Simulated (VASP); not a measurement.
# P in VASP: a series of runs

P is run at these levels: PBE+D3(BJ); tasks: single point.

Everything below comes from runs of VASP 6.6.1. Logs are shortened: lines on timing, memory, paths and dates and some standing lists are left out, and cuts for length are marked.

## Step 1: The cell of the first run

The cell holds a slab with vacuum, 8 atoms: a = 3.296 Å, b = 4.439 Å, c = 21.746 Å, α = 90.00°, β = 90.00°, γ = 90.00°.

## Step 2: Single point, PBE+D3(BJ)

File INCAR:

```
SYSTEM = P
  PREC = Accurate
  ENCUT = 520
  EDIFF = 1E-7
  ISMEAR = 0
  SIGMA = 0.05
  LREAL = .FALSE.
  LASPH = .TRUE.
  NELM = 60
  ALGO = Normal
  ISIF = 2
  LWAVE = .FALSE.
  LCHARG = .FALSE.
  LDIPOL = .TRUE.
  IDIPOL = 3
  DIPOL = 0.5 0.5 0.373
  GGA = PE
  IVDW = 12
  NBANDS = 30
```

File KPOINTS:

```
Automatic mesh
0
G
  8 6 1
  0 0 0
```

File POSCAR:

```
P
1.0
    3.2961869271      0.0000000000      0.0000000000
    0.0000000000      4.4391555608      0.0000000000
    0.0000000000      0.0000000000     21.7461973993
P
8
Direct
    0.5000000000      0.9174951521      0.2069327302
    0.0000000000      0.5825048479      0.2069327302
    0.5000000000      0.0825048479      0.3045635326
    0.0000000000      0.4174951521      0.3045635326
    0.5000000000      0.0825048479      0.4406792840
    0.0000000000     -0.2524854563      0.4406792840
    0.5000000000     -0.7524854563      0.5383100863
    0.0000000000     -0.4174951521      0.5383100863
```

Potentials or basis: VASP PAW PBE potentials, release 64 (P).

On the command line:

```sh
cat potpaw_PBE.64/P/POTCAR > POTCAR
mpirun -np 1 vasp_std > vasp.out
```

OUTCAR:

```text
SYSTEM = P
   PREC = Accurate
   ENCUT = 520
   EDIFF = 1E-7
   ISMEAR = 0
   LREAL = .FALSE.
   LASPH = .TRUE.
   NELM = 60
   ISIF = 2
   GGA = PE
   IVDW = 12
 IVDW          = 12

 ion  position               nearest neighbor table
   1  0.500  0.917  0.207-   2 2.22   2 2.22   3 2.25
   2  0.000  0.583  0.207-   1 2.22   1 2.22   4 2.25
   3  0.500  0.083  0.305-   4 2.22   4 2.22   1 2.25
   4  0.000  0.417  0.305-   3 2.22   3 2.22   2 2.25
   5  0.500  0.083  0.441-   6 2.22   6 2.22   7 2.25
   6  0.000  0.748  0.441-   5 2.22   5 2.22   8 2.25
   7  0.500  0.248  0.538-   8 2.22   8 2.22   5 2.25
   8  0.000  0.583  0.538-   7 2.22   7 2.22   6 2.25

  LATTYP: Found a simple orthorhombic cell.
 ALAT       =     3.2961869271
 B/A-ratio  =     1.3467547985
 C/A-ratio  =     6.5973799060

  Lattice vectors:

 A1 = (   3.2961869271,   0.0000000000,   0.0000000000)
 A2 = (   0.0000000000,   4.4391555608,   0.0000000000)
 A3 = (   0.0000000000,   0.0000000000,  21.7461973993)

Analysis of symmetry for initial positions (statically):
=====================================================================
 Subroutine PRICEL returns:
 Original cell was already a primitive cell.

 Routine SETGRP: Setting up the symmetry group for a
 simple orthorhombic supercell.

 Subroutine GETGRP returns: Found  4 space group operations
 (whereof  2 operations were pure point group operations)
 out of a pool of  8 trial point group operations.

The static configuration has the point symmetry C_1h.
 The point group associated with its full space group is C_2h.

Analysis of symmetry for dynamics (positions and initial velocities):
=====================================================================
 Subroutine PRICEL returns:
 Original cell was already a primitive cell.

 Routine SETGRP: Setting up the symmetry group for a
 simple orthorhombic supercell.

 Subroutine GETGRP returns: Found  4 space group operations
 (whereof  2 operations were pure point group operations)
 out of a pool of  8 trial point group operations.

The dynamic configuration has the point symmetry C_1h.
 The point group associated with its full space group is C_2h.

 Subroutine INISYM returns: Found  4 space group operations
 (whereof  2 operations are pure point group operations),
 and found     1 'primitive' translations

----------------------------------------------------------------------------------------

                                     Primitive cell

  volume of cell :     318.1966

  direct lattice vectors                    reciprocal lattice vectors
     3.296186927  0.000000000  0.000000000     0.303380853  0.000000000  0.000000000
     0.000000000  4.439155561  0.000000000     0.000000000  0.225268069  0.000000000
     0.000000000  0.000000000 21.746197399     0.000000000  0.000000000  0.045985051

  length of vectors
     3.296186927  4.439155561 21.746197399     0.303380853  0.225268069  0.045985051

  position of ions in fractional coordinates (direct lattice)
     0.500000000  0.917495152  0.206932730
     0.000000000  0.582504848  0.206932730
     0.500000000  0.082504848  0.304563533
     0.000000000  0.417495152  0.304563533
     0.500000000  0.082504848  0.440679284
     0.000000000  0.747514544  0.440679284
     0.500000000  0.247514544  0.538310086
     0.000000000  0.582504848  0.538310086

  ion indices of the primitive-cell ions
   primitive index   ion index
                 1           1
                 2           2
                 3           3
                 4           4
                 5           5
                 6           6
                 7           7
                 8           8

----------------------------------------------------------------------------------------

 KPOINTS: Automatic mesh

Automatic generation of k-mesh.
 Grid dimensions read from file:
 generate k-points for:    8    6    1

 Generating k-lattice:

  Cartesian coordinates                     Fractional coordinates (reciprocal lattice)
     0.037922607  0.000000000  0.000000000     0.125000000  0.000000000  0.000000000
     0.000000000  0.037544678  0.000000000     0.000000000  0.166666667  0.000000000
     0.000000000  0.000000000  0.045985051     0.000000000  0.000000000  1.000000000

  Length of vectors
     0.037922607  0.037544678  0.045985051

  Shift w.r.t. Gamma in fractional coordinates (k-lattice)
     0.000000000  0.000000000  0.000000000

 Subroutine IBZKPT returns following result:
 ===========================================

 Found     20 irreducible k-points:

 Following reciprocal coordinates:
            Coordinates               Weight
  0.000000  0.000000  0.000000      1.000000
  0.125000  0.000000  0.000000      2.000000
  0.250000  0.000000  0.000000      2.000000
  0.375000  0.000000  0.000000      2.000000
  0.500000  0.000000  0.000000      1.000000
  0.000000  0.166667  0.000000      2.000000
[... 12 lines left out ...]
  0.375000  0.500000  0.000000      2.000000
  0.500000  0.500000  0.000000      1.000000
   k-points           NKPTS =     20   k-points in BZ     NKDIM =     20   number of bands    NBANDS=     30
   number of dos      NEDOS =    301   number of ions     NIONS =      8
   total plane-waves  NPLWV = 163296
   dimension x,y,z NGX =    28 NGY =   36 NGZ =  162
   dimension x,y,z NGXF=    56 NGYF=   72 NGZF=  324
   ions per type =               8
   NGX,Y,Z   is equivalent  to a cutoff of  14.12, 13.48, 12.38 a.u.
   NGXF,Y,Z  is equivalent  to a cutoff of  28.24, 26.96, 24.77 a.u.
 SYSTEM =  P
   PREC   = accura    normal or accurate (medium, high low for compatibility)
   ISTART =      0    job   : 0-new  1-cont  2-samecut
   ICHARG =      2    charge: 1-file 2-atom 10-const
   ISPIN  =      1    spin polarized calculation?
   LNONCOLLINEAR =      F non collinear calculations
   LSORBIT =      F    spin-orbit coupling
   LASPH  =      T    aspherical Exc in radial PAW
   ENCUT  =  520.0 eV  38.22 Ry    6.18 a.u.   6.13  8.25 40.43*2*pi/ulx,y,z
   NELM   =     60;   NELMIN=  2; NELMDL= -5     # of ELM steps
   EDIFF  = 0.1E-06   stopping-criterion for ELM
   LREAL  =      F    real-space projection
   EDIFFG = 0.1E-05   stopping-criterion for IOM
   NSW    =      0    number of steps for IOM
   IBRION =     -1    ionic relax: 0-MD 1-quasi-New 2-CG
   NFREE  =      0    steps in history (QN), initial steepest desc. (CG)
   ISIF   =      2    stress and relaxation
   ISYM   =      2    0-nonsym 1-usesym 2-fastsym
   POTIM  = 0.5000    time-step for ionic-motion
   TEBEG  =    0.0;   TEEND  =   0.0 temperature during run
   PSTRESS=    0.0 pullay stress
   NELECT =      40.0000    total number of electrons
   NUPDOWN=      -1.0000    fix difference up-down
   EMIN   =  10.00;   EMAX   =-10.00  energy-range for DOS
   EFERMI =   0.00;   METHOD = LEGACY
   ISMEAR =     0;   SIGMA  =   0.05  broadening in eV -4-tet -1-fermi 0-gaus
   EFERMI_NEDOS =   21; number of points for ismear=-14 and -15
   IALGO  =     38    algorithm
   IMIX   =      4    mixing-type and parameters
     AMIX     =   0.40;   BMIX     =  1.00
     AMIX_MAG =   1.60;   BMIX_MAG =  1.00
  volume/ion in A,a.u.               =      39.77       268.41
  Fermi-wavevector in a.u.,A,eV,Ry     =   0.820093  1.549751  9.150628  0.672552
  Thomas-Fermi vector in A             =   1.931014
   LORBIT       =      0    0 simple, 1 ext, 2 COOP (PROOUT), +10 PAW based schemes
   GGA     = PE    functional components
   LHFCALC =     F    Hartree Fock is set to
   AEXX    =    0.0000 exact exchange contribution
   IVDW    =    12    specifies the selected vdW correction
   LEPSILON=     F    determine dielectric tensor
   LRPA    =     F    only Hartree local field effects (RPA)
 non-spin polarized calculation
 Gauss-broadening in eV      SIGMA  =   0.05
  energy-cutoff  :      520.00
  volume of cell :      318.20
 maximum number of plane-waves:      8606
 NGX is ok and might be reduce to    28
   NGX = 13   NGY = 17   NGZ = 81

 dipolmoment           0.000000      0.000000     -0.000001 electrons x Angstroem

 number of electron      39.9999998 magnetization

 dipolmoment           0.000000      0.000000      0.000000 electrons x Angstroem

 Free energy of the ion-electron system (eV)
  ---------------------------------------------------
  ext. energy  EPLUGINS =         0.00000000
  ---------------------------------------------------
  free energy    TOTEN  =       -42.78500094 eV

  energy without entropy =      -42.78500094  energy(sigma->0) =      -42.78500094

 E-fermi :   0.7636     XC(G=0):  -5.1813

 val. band max:        0.5255097482   @ k =   0.1250   0.0000   0.0000
 cond. band min:       1.0588660489   @ k =   0.0000   0.0000   0.0000
 fundamental gap:      0.5333563006
 Fermi energy:         0.7636147363

 k-point     1 :       0.0000    0.0000    0.0000
  band No.  band energies     occupation
      1     -14.9884      2.00000
      2     -14.7970      2.00000
      3     -12.4991      2.00000
      4     -12.0898      2.00000
      5      -8.7977      2.00000
      6      -8.7059      2.00000
[... 22 lines left out ...]
     29       4.7198      0.00000
     30       4.7602      0.00000

 k-point     2 :       0.1250    0.0000    0.0000
  band No.  band energies     occupation
      1     -14.8010      2.00000
      2     -14.6104      2.00000
      3     -12.3048      2.00000
      4     -11.8954      2.00000
      5      -8.9205      2.00000
      6      -8.8219      2.00000
[... 22 lines left out ...]
     29       4.9182      0.00000
     30       4.9344      0.00000

 k-point     3 :       0.2500    0.0000    0.0000
  band No.  band energies     occupation
      1     -14.2442      2.00000
      2     -14.0563      2.00000
      3     -11.7251      2.00000
      4     -11.3149      2.00000
      5      -9.5283      2.00000
      6      -9.4038      2.00000
[... 550 lines left out ...]
     29       5.8811      0.00000
     30       5.9203      0.00000

 k-point    20 :       0.5000    0.5000    0.0000
  band No.  band energies     occupation
      1     -11.7337      2.00000
      2     -11.6370      2.00000
      3     -11.5950      2.00000
      4     -11.5144      2.00000
      5      -9.7425      2.00000
      6      -9.6086      2.00000
[... 22 lines left out ...]
     29       5.5980      0.00000
     30       5.7169      0.00000

------------------------ aborting loop because EDIFF is reached ----------------------------------------

 vacuum level on the upper side and lower side of the slab       (xc-potential included)        -0.068        -0.069

 Edisp (eV)   -2.47038

 E8    (eV) :    -0.9677

  FORCE on cell =-STRESS in cart. coord.  units (eV):
  Direction    XX          YY          ZZ          XY          YZ          ZX
  --------------------------------------------------------------------------------------
  -------------------------------------------------------------------------------------
  Total      -1.02935    -1.14302     1.79634     0.00000     0.97805     0.00000
  in kB      -5.18296    -5.75534     9.04492     0.00000     4.92466     0.00000
  external pressure =       -0.63 kB  Pullay stress =        0.00 kB

 VOLUME and BASIS-vectors are now :
 -----------------------------------------------------------------------------
  energy-cutoff  :      520.00
  volume of cell :      318.20
      direct lattice vectors                 reciprocal lattice vectors
     3.296186927  0.000000000  0.000000000     0.303380853  0.000000000  0.000000000
     0.000000000  4.439155561  0.000000000     0.000000000  0.225268069  0.000000000
     0.000000000  0.000000000 21.746197399     0.000000000  0.000000000  0.045985051

 POSITION                                       TOTAL-FORCE (eV/Angst)
 -----------------------------------------------------------------------------------
      1.64809      4.07290      4.50000         0.000000     -0.140155     -0.137219
      0.00000      2.58583      4.50000         0.000000      0.047888     -0.094792
      1.64809      0.36625      6.62310         0.000000     -0.161208     -0.113762
      0.00000      1.85333      6.62310         0.000000      0.055183      0.055160
      1.64809      0.36625      9.58310         0.000000      0.161208      0.113762
      0.00000      3.31833      9.58310         0.000000     -0.055183     -0.055160
      1.64809      1.09876     11.70620         0.000000      0.140155      0.137219
      0.00000      2.58583     11.70620         0.000000     -0.047888      0.094792
 -----------------------------------------------------------------------------------
    total drift:                               -0.000000     -0.000006      0.000035

  FREE ENERGIE OF THE ION-ELECTRON SYSTEM (eV)
  ---------------------------------------------------
  free  energy   TOTEN  =       -45.2553836813 eV

  energy  without entropy=      -45.2553836813  energy(sigma->0) =      -45.25538368

 vacuum level on the upper side and lower side of the slab         5.248         5.247
```

It took 2.7 min on 1 thread of Intel Xeon 6975P-C (Granite Rapids), shared host; peak memory 0.44 GiB.

Results:

```
Free energy                : -45.2554 eV
Largest force              : 0.197 eV/Å
Band gap on the k mesh     : 0.53 eV (least direct gap 0.54 eV)
Dispersion energy per atom : -0.309 eV
```

Forces on the atoms (eV/Å):
```
P    0.000 -0.140 -0.137
P    0.000  0.048 -0.095
P    0.000 -0.161 -0.114
P    0.000  0.055  0.055
P    0.000  0.161  0.114
P    0.000 -0.055 -0.055
P    0.000  0.140  0.137
P    0.000 -0.048  0.095
```

Levels at points of the mesh, in eV from the valence-band top:
| k point | band 16 | band 17 | band 18 | band 19 | band 20 | band 21 | band 22 | band 23 | band 24 | band 25 |
| --- | --- | --- | --- | --- | --- | --- | --- | --- | --- | --- |
| (0.00, 0.00, 0.00) | -2.13 | -1.92 | -1.78 | -0.84 | -0.01 | 0.53 | 1.10 | 1.29 | 1.59 | 2.36 |
| (0.50, 0.00, 0.00) | -2.83 | -2.65 | -2.51 | -1.89 | -1.57 | 0.73 | 0.73 | 1.16 | 1.20 | 1.58 |
| (0.00, 0.50, 0.00) | -2.71 | -1.35 | -1.29 | -1.18 | -1.05 | 1.45 | 1.83 | 1.92 | 2.12 | 3.03 |
| (0.50, 0.50, 0.00) | -4.87 | -2.25 | -2.14 | -1.02 | -0.92 | 1.46 | 2.21 | 2.31 | 2.75 | 3.94 |

(Continued in part 2 of 2.)
